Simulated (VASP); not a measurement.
# C16BrO31 (a cell with a defect) in VASP: electric field gradients with PBE

Aim: the electric field gradients of C16BrO31 (a cell with a defect) with PBE.

Program: VASP 6.6.1. These are calculated values, not measurements. Logs are shortened: lines on timing, memory, paths and dates and some standing lists are left out, and cuts for length are marked.

**1. The cell of the first run**

The cell holds a defect, 48 atoms: a = 7.032 Å, b = 7.032 Å, c = 8.209 Å, α = 90.00°, β = 90.00°, γ = 90.00°.

**2. Electric field gradients, PBE**

The input, INCAR:

```
SYSTEM = C16BrO31
ALGO = Normal
EDIFF = 1E-8
ENCUT = 520
GGA = PE
ISIF = 2
ISMEAR = -1
LASPH = .TRUE.
LCHARG = .FALSE.
LEFG = .TRUE.
LREAL = Auto
LUSENCCL = .FALSE.
LWAVE = .FALSE.
NBANDS = 158
NELECT = 256.0
NELM = 100
PREC = Accurate
SIGMA = 0.01
```

The input, KPOINTS:

```
k-points
0
G
  3 3 3
  0 0 0
```

The input, POSCAR:

```
C16BrO31
1.0
    7.0322000000      0.0000000000      0.0000000000
    0.0000000000      7.0322000000      0.0000000000
    0.0000000000      0.0000000000      8.2086000000
C Br O
16 1 31
Direct
    0.0000000000      0.0000000000      0.0000000000
    0.0000000000      0.0000000000      0.5000000000
    0.0000000000      0.5000000000      0.0000000000
    0.0000000000      0.5000000000      0.5000000000
    0.5000000000      0.0000000000      0.0000000000
    0.5000000000      0.0000000000      0.5000000000
    0.5000000000      0.5000000000      0.0000000000
    0.5000000000      0.5000000000      0.5000000000
    0.2500000000      0.2500000000      0.2500000000
    0.2500000000      0.2500000000      0.7500000000
    0.2500000000      0.7500000000      0.2500000000
    0.2500000000      0.7500000000      0.7500000000
    0.7500000000      0.2500000000      0.2500000000
    0.7500000000      0.2500000000      0.7500000000
    0.7500000000      0.7500000000      0.2500000000
    0.7500000000      0.7500000000      0.7500000000
    0.1150000000      0.1150000000      0.0000000000
    0.1150000000      0.1150000000      0.5000000000
    0.1150000000      0.6150000000      0.0000000000
    0.1150000000      0.6150000000      0.5000000000
    0.6150000000      0.1150000000      0.0000000000
    0.6150000000      0.1150000000      0.5000000000
    0.6150000000      0.6150000000      0.0000000000
    0.6150000000      0.6150000000      0.5000000000
    0.1350000000      0.3650000000      0.2500000000
    0.1350000000      0.3650000000      0.7500000000
    0.1350000000      0.8650000000      0.2500000000
    0.1350000000      0.8650000000      0.7500000000
    0.6350000000      0.3650000000      0.2500000000
    0.6350000000      0.3650000000      0.7500000000
    0.6350000000      0.8650000000      0.2500000000
    0.6350000000      0.8650000000      0.7500000000
    0.3850000000      0.3850000000      0.0000000000
    0.3850000000      0.3850000000      0.5000000000
    0.3850000000      0.8850000000      0.0000000000
    0.3850000000      0.8850000000      0.5000000000
    0.8850000000      0.3850000000      0.0000000000
    0.8850000000      0.3850000000      0.5000000000
    0.8850000000      0.8850000000      0.0000000000
    0.8850000000      0.8850000000      0.5000000000
    0.3650000000      0.1350000000      0.2500000000
    0.3650000000      0.1350000000      0.7500000000
    0.3650000000      0.6350000000      0.2500000000
    0.3650000000      0.6350000000      0.7500000000
    0.8650000000      0.1350000000      0.2500000000
    0.8650000000      0.1350000000      0.7500000000
    0.8650000000      0.6350000000      0.2500000000
    0.8650000000      0.6350000000      0.7500000000
```

Potentials or basis: VASP PAW PBE potentials, release 64 (C, Br, O).

Started as:

```
> cat potpaw_PBE.64/C/POTCAR potpaw_PBE.64/Br/POTCAR potpaw_PBE.64/O/POTCAR > POTCAR
> mpirun -np 1 vasp_std > vasp.out
```

OUTCAR:

```text
SYSTEM = C16BrO31
   EDIFF = 1E-8
   ENCUT = 520
   GGA = PE
   ISIF = 2
   ISMEAR = -1
   LASPH = .TRUE.
   LREAL = Auto
   NELECT = 256.0
   NELM = 100
   PREC = Accurate

 ion  position               nearest neighbor table
   1  0.000  0.000  0.000-  17 1.14  39 1.14
   2  0.000  0.000  0.500-  18 1.14  40 1.14
   3  0.000  0.500  0.000-  19 1.14  37 1.14
   4  0.000  0.500  0.500-  20 1.14  38 1.14
   5  0.500  0.000  0.000-  21 1.14  35 1.14
   6  0.500  0.000  0.500-  22 1.14  36 1.14
[... 9 lines left out ...]
  16  0.750  0.750  0.750-  32 1.14  48 1.14
  17  0.115  0.115  0.000-   1 1.14  39 2.29
[... 19 lines left out ...]
  37  0.885  0.385  0.000-   3 1.14
  38  0.885  0.385  0.500-   4 1.14
  39  0.885  0.885  0.000-   1 1.14  17 2.29
  40  0.885  0.885  0.500-   2 1.14
  41  0.365  0.135  0.250-   9 1.14
  42  0.365  0.135  0.750-  10 1.14
  43  0.365  0.635  0.250-  11 1.14
  44  0.365  0.635  0.750-  12 1.14
  45  0.865  0.135  0.250-  13 1.14
  46  0.865  0.135  0.750-  14 1.14
  47  0.865  0.635  0.250-  15 1.14
  48  0.865  0.635  0.750-  16 1.14

 -----------------------------------------------------------------------------
|                                                                             |
|           W    W    AA    RRRRR   N    N  II  N    N   GGGG   !!!           |
|           W    W   A  A   R    R  NN   N  II  NN   N  G    G  !!!           |
|           W    W  A    A  R    R  N N  N  II  N N  N  G       !!!           |
|           W WW W  AAAAAA  RRRRR   N  N N  II  N  N N  G  GGG   !            |
|           WW  WW  A    A  R   R   N   NN  II  N   NN  G    G                |
|           W    W  A    A  R    R  N    N  II  N    N   GGGG   !!!           |
|                                                                             |
|     The distance between some ions is very small. Please check the          |
|     nearest-neighbor list in the OUTCAR file.                               |
|     I HOPE YOU KNOW WHAT YOU ARE DOING!                                     |
|                                                                             |
 -----------------------------------------------------------------------------

  LATTYP: Found a simple tetragonal cell.
 ALAT       =     7.0322000000
 C/A-ratio  =     1.1672876198

  Lattice vectors:

 A1 = (   7.0322000000,   0.0000000000,   0.0000000000)
 A2 = (   0.0000000000,   7.0322000000,   0.0000000000)
 A3 = (   0.0000000000,   0.0000000000,   8.2086000000)

Analysis of symmetry for initial positions (statically):
=====================================================================
 Subroutine PRICEL returns:
 Original cell was already a primitive cell.

 Routine SETGRP: Setting up the symmetry group for a
 simple tetragonal supercell.

 Subroutine GETGRP returns: Found  4 space group operations
 (whereof  4 operations were pure point group operations)
 out of a pool of 16 trial point group operations.

The static configuration has the point symmetry C_2v.

Analysis of symmetry for dynamics (positions and initial velocities):
=====================================================================
 Subroutine PRICEL returns:
 Original cell was already a primitive cell.

 Routine SETGRP: Setting up the symmetry group for a
 simple tetragonal supercell.

 Subroutine GETGRP returns: Found  4 space group operations
 (whereof  4 operations were pure point group operations)
 out of a pool of 16 trial point group operations.

The dynamic configuration has the point symmetry C_2v.

 Subroutine INISYM returns: Found  4 space group operations
 (whereof  4 operations are pure point group operations),
 and found     1 'primitive' translations

----------------------------------------------------------------------------------------

                                     Primitive cell

  volume of cell :     405.9303

  direct lattice vectors                    reciprocal lattice vectors
[... 169 lines left out ...]
   ISYM   =      2    0-nonsym 1-usesym 2-fastsym
   POTIM  = 0.5000    time-step for ionic-motion
   TEBEG  =    0.0;   TEEND  =   0.0 temperature during run
   PSTRESS=    0.0 pullay stress
   NELECT =     256.0000    total number of electrons
   NUPDOWN=      -1.0000    fix difference up-down
   EMIN   =  10.00;   EMAX   =-10.00  energy-range for DOS
   EFERMI =   0.00;   METHOD = LEGACY
   ISMEAR =    -1;   SIGMA  =   0.01  broadening in eV -4-tet -1-fermi 0-gaus
   EFERMI_NEDOS =   21; number of points for ismear=-14 and -15
   IALGO  =     38    algorithm
   IMIX   =      4    mixing-type and parameters
     AMIX     =   0.40;   BMIX     =  1.00
     AMIX_MAG =   1.60;   BMIX_MAG =  1.00
  volume/ion in A,a.u.               =       8.46        57.07
  Fermi-wavevector in a.u.,A,eV,Ry     =   1.403905  2.652995 26.816383  1.970949
  Thomas-Fermi vector in A             =   2.526520
   LORBIT       =      0    0 simple, 1 ext, 2 COOP (PROOUT), +10 PAW based schemes
   GGA     = PE    functional components
   LHFCALC =     F    Hartree Fock is set to
   AEXX    =    0.0000 exact exchange contribution
   IVDW    =     0    specifies the selected vdW correction
   LEPSILON=     F    determine dielectric tensor
   LRPA    =     F    only Hartree local field effects (RPA)
 non-spin polarized calculation
  energy-cutoff  :      520.00
  volume of cell :      405.93
 maximum number of plane-waves:     10946
 NGX is ok and might be reduce to    54
   NGX = 27   NGY = 27   NGZ = 31

 number of electron     256.0000045 magnetization

 Free energy of the ion-electron system (eV)
  ---------------------------------------------------
  ext. energy  EPLUGINS =         0.00000000
  ---------------------------------------------------
  free energy    TOTEN  =      -327.31485572 eV

  energy without entropy =     -327.31485572  energy(sigma->0) =     -327.31485572

 E-fermi :   2.5311     XC(G=0): -10.8747

 val. band max:        2.2127232135   @ k =   0.0000   0.0000   0.3333
 cond. band min:       6.3406654691   @ k =   0.0000   0.0000   0.3333
 fundamental gap:      4.1279422556
 Fermi energy:         2.5311337091

 k-point     1 :       0.0000    0.0000    0.0000
  band No.  band energies     occupation
      1     -21.3859      2.00000
      2     -20.8429      2.00000
      3     -20.7312      2.00000
      4     -20.6621      2.00000
      5     -20.4225      2.00000
      6     -20.3820      2.00000
[... 1133 lines left out ...]
    139       9.0085      0.00000
    140       9.0478      0.00000
 [bands above 140 left out]

------------------------ aborting loop because EDIFF is reached ----------------------------------------

  FORCE on cell =-STRESS in cart. coord.  units (eV):
  Direction    XX          YY          ZZ          XY          YZ          ZX
  --------------------------------------------------------------------------------------
  -------------------------------------------------------------------------------------
  Total      169.3499529    169.3499529     65.5188455     55.7832109      0.0000000      0.0000000
  in kB      668.4118516    668.4118516    258.5980810    220.1722448      0.0000000      0.0000000
  external PRESSURE =     531.8072614 kB  Pullay stress =       0.0000000 kB

 VOLUME and BASIS-vectors are now :
 -----------------------------------------------------------------------------
  energy-cutoff  :      520.00
  volume of cell :      405.93
      direct lattice vectors                 reciprocal lattice vectors
     7.032200000  0.000000000  0.000000000     0.142203009  0.000000000  0.000000000
     0.000000000  7.032200000  0.000000000     0.000000000  0.142203009  0.000000000
     0.000000000  0.000000000  8.208600000     0.000000000  0.000000000  0.121823453

 POSITION                                       TOTAL-FORCE (eV/Angst)
 -----------------------------------------------------------------------------------
      0.00000      0.00000      0.00000       -69.066941    -69.066941      0.000000
      0.00000      0.00000      4.10430        -0.254034     -0.254034      0.000000
      0.00000      3.51610      0.00000         0.368288      1.610933      0.000000
      0.00000      3.51610      4.10430        -0.126265      0.104749      0.000000
      3.51610      0.00000      0.00000         1.610933      0.368288      0.000000
      3.51610      0.00000      4.10430         0.104749     -0.126265      0.000000
[... 40 lines left out ...]
      6.08285      4.46545      2.05215         1.801661     -1.801170     -0.082716
      6.08285      4.46545      6.15645         1.801661     -1.801170      0.082716
 -----------------------------------------------------------------------------------
    total drift:                                0.007860      0.007860     -0.000002

  FREE ENERGIE OF THE ION-ELECTRON SYSTEM (eV)
  ---------------------------------------------------
  free  energy   TOTEN  =      -327.3148557225 eV

  energy  without entropy=     -327.3148557225  energy(sigma->0) =     -327.31485572

 Electric field gradients (V/A^2)
---------------------------------------------------------------------
 ion       V_xx      V_yy      V_zz      V_xy      V_xz      V_yz
---------------------------------------------------------------------
   1      -3.344    -3.344     6.689    -1.031     0.000     0.000
   2     -14.564   -14.564    29.129   -37.327     0.000    -0.000
   3     -13.763   -14.045    27.809   -37.986     0.000    -0.000
   4     -14.446   -14.509    28.955   -37.289     0.000     0.000
   5     -14.045   -13.763    27.809   -37.986     0.000    -0.000
   6     -14.509   -14.446    28.955   -37.289    -0.000    -0.000
[... 40 lines left out ...]
  47      13.085    13.611   -26.696   -49.376     0.003    -0.101
  48      13.085    13.611   -26.696   -49.376    -0.003     0.101
---------------------------------------------------------------------

 Electric field gradients after diagonalization (V/A^2)
 (convention: |V_zz| > |V_xx| > |V_yy|)
----------------------------------------------------------------------
 ion       V_xx      V_yy      V_zz     asymmetry (V_yy - V_xx)/ V_zz
----------------------------------------------------------------------
   1      -4.375    -2.313     6.689       0.308
   2      29.129    22.762   -51.891       0.123
   3      27.809    24.082   -51.891       0.072
   4      28.955    22.812   -51.767       0.119
   5      27.809    24.082   -51.891       0.072
   6      28.955    22.812   -51.767       0.119
[... 40 lines left out ...]
  47     -36.029   -26.695    62.724       0.149
  48     -36.029   -26.695    62.724       0.149
----------------------------------------------------------------------

           NMR quadrupolar parameters

 Cq : quadrupolar parameter    Cq=e*Q*V_zz/h
 eta: asymmetry parameters     (V_yy - V_xx)/ V_zz
 Q  : nuclear electric quadrupole moment in mb (millibarn)
----------------------------------------------------------------------
 ion       Cq(MHz)       eta       Q (mb)
----------------------------------------------------------------------
   1       0.016       0.308       1.000
   2      -0.125       0.123       1.000
   3      -0.125       0.072       1.000
   4      -0.125       0.119       1.000
   5      -0.125       0.072       1.000
   6      -0.125       0.119       1.000
[... 40 lines left out ...]
  47       0.152       0.149       1.000
  48       0.152       0.149       1.000
----------------------------------------------------------------------
```

Run time: 3.1 min. Hardware: 1 × NVIDIA H100 80GB with 1 thread of AMD EPYC 7R13 (Zen 3), shared host; peak memory 1.6 GiB.

What came out:

| Quantity | Value |
| --- | --- |
| Free energy | -327.3149 eV |
| Largest force | 98.728 eV/Å |

Forces on the atoms (eV/Å):
```
C   -69.067 -69.067   0.000
C    -0.254  -0.254   0.000
C     0.368   1.611   0.000
C    -0.126   0.105   0.000
C     1.611   0.368   0.000
C     0.105  -0.126   0.000
C     0.509   0.509   0.000
C     0.236   0.236   0.000
C     0.620   0.620   1.562
C     0.620   0.620  -1.562
C     0.311  -0.393   0.310
C     0.311  -0.393  -0.310
C    -0.393   0.311   0.310
C    -0.393   0.311  -0.310
C    -0.017  -0.017   0.117
C    -0.017  -0.017  -0.117
Br   69.811  69.811   0.000
O     1.917   1.917   0.000
O     1.449   1.427   0.000
O     1.811   1.754   0.000
O     1.427   1.449   0.000
O     1.754   1.811   0.000
O     1.478   1.478   0.000
O     1.660   1.660   0.000
O    -1.885   1.945  -0.059
O    -1.885   1.945   0.059
O    -1.829   1.818   0.059
O    -1.829   1.818  -0.059
O    -1.664   1.584  -0.087
O    -1.664   1.584   0.087
O    -1.801   1.802  -0.083
O    -1.801   1.802   0.083
O    -1.896  -1.896   0.000
O    -1.931  -1.931   0.000
O    -2.030  -2.206   0.000
O    -1.810  -1.739   0.000
O    -2.206  -2.030   0.000
O    -1.739  -1.810   0.000
O    -2.405  -2.405   0.000
O    -1.653  -1.653   0.000
O     1.945  -1.885  -0.059
O     1.945  -1.885   0.059
O     1.584  -1.664  -0.087
O     1.584  -1.664   0.087
O     1.818  -1.829   0.059
O     1.818  -1.829  -0.059
O     1.802  -1.801  -0.083
O     1.802  -1.801   0.083
```

Levels at points of the mesh, in eV from the Fermi level:
```
           k point  band 125  band 126  band 127  band 128  band 129  band 130  band 131  band 132
(0.00, 0.00, 0.00)     -0.82     -0.68     -0.66     -0.32      3.85      4.50      5.33      5.56
```

Electric field gradients, principal values (V/Å²):
| atom | least | middle | greatest (by size) |
| --- | --- | --- | --- |
| 1 C | -2.313 | -4.375 | 6.689 |
| 2 C | 22.762 | 29.129 | -51.891 |
| 3 C | 24.082 | 27.809 | -51.891 |
| 4 C | 22.812 | 28.955 | -51.767 |
| 5 C | 24.082 | 27.809 | -51.891 |
| 6 C | 22.812 | 28.955 | -51.767 |
| 7 C | 23.436 | 28.413 | -51.849 |
| 8 C | 22.833 | 29.141 | -51.974 |
| 9 C | 22.055 | 29.452 | -51.507 |
| 10 C | 22.055 | 29.452 | -51.507 |
| 11 C | 23.189 | 28.812 | -52.001 |
| 12 C | 23.189 | 28.812 | -52.001 |
| 13 C | 23.189 | 28.812 | -52.001 |
| 14 C | 23.189 | 28.812 | -52.001 |
| 15 C | 23.107 | 28.886 | -51.993 |
| 16 C | 23.107 | 28.886 | -51.993 |
| 17 Br | 318.934 | 318.953 | -637.887 |
| 18 O | -25.085 | -38.177 | 63.262 |
| 19 O | -29.252 | -30.276 | 59.528 |
| 20 O | -25.092 | -36.710 | 61.802 |
| 21 O | -29.252 | -30.276 | 59.528 |
| 22 O | -25.092 | -36.710 | 61.802 |
| 23 O | -27.352 | -32.377 | 59.729 |
| 24 O | -25.085 | -35.999 | 61.083 |
| 25 O | -18.936 | -39.983 | 58.919 |
| 26 O | -18.936 | -39.983 | 58.919 |
| 27 O | -27.781 | -36.484 | 64.265 |
| 28 O | -27.781 | -36.484 | 64.265 |
| 29 O | -26.410 | -34.349 | 60.758 |
| 30 O | -26.410 | -34.349 | 60.758 |
| 31 O | -26.695 | -36.029 | 62.724 |
| 32 O | -26.695 | -36.029 | 62.724 |
| 33 O | -31.340 | -38.820 | 70.159 |
| 34 O | -25.594 | -37.939 | 63.532 |
| 35 O | -26.589 | -35.561 | 62.150 |
| 36 O | -25.290 | -36.657 | 61.947 |
| 37 O | -26.589 | -35.561 | 62.150 |
| 38 O | -25.290 | -36.657 | 61.947 |
| 39 O | -7.909 | -35.554 | 43.463 |
| 40 O | -24.789 | -36.122 | 60.911 |
| 41 O | -18.936 | -39.983 | 58.919 |
| 42 O | -18.936 | -39.983 | 58.919 |
| 43 O | -26.410 | -34.349 | 60.758 |
| 44 O | -26.410 | -34.349 | 60.758 |
| 45 O | -27.781 | -36.484 | 64.265 |
| 46 O | -27.781 | -36.484 | 64.265 |
| 47 O | -26.695 | -36.029 | 62.724 |
| 48 O | -26.695 | -36.029 | 62.724 |

Caveat: the cell carries a net charge on a neutralising background, which shifts energy and pressure; the cell is charged against a uniform background, so pressure and absolute levels hang on convention; without QUAD_EFG the Cq values of the log hold for a quadrupole moment of 1 mb, not for the nuclei.
